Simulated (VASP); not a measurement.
Input of a VASP 6.6.1 run:

The input INCAR:

```
SYSTEM = Rb
PREC = Accurate
ENCUT = 520
EDIFF = 1E-7
ISMEAR = 1
SIGMA = 0.05
LREAL = .FALSE.
LASPH = .TRUE.
NELM = 60
ALGO = Fast
ISIF = 2
LWAVE = .FALSE.
LCHARG = .TRUE.
GGA = PS
LELF = .TRUE.
LVHAR = .TRUE.
NBANDS = 10
```

Contents of KPOINTS:

```
Automatic mesh
0
G
  6 6 6
  0 0 0
```

File POSCAR:

```
Rb
1.0
   -2.8025000000      2.8025000000      2.8025000000
    2.8025000000     -2.8025000000      2.8025000000
    2.8025000000      2.8025000000     -2.8025000000
Rb
1
Direct
    0.0000000000      0.0000000000      0.0000000000
```

Potentials or basis: VASP PAW PBE potentials, release 64 (Rb_sv).

Launch:

```sh
$ cat potpaw_PBE.64/Rb_sv/POTCAR > POTCAR
$ mpirun -np 1 vasp_std > vasp.out
```

(1) What does it give for the pressure?

Results:

(1) 0.0 GPa.

Caveat: the PAW data sets were made with another functional, which shifts forces and pressure a little.
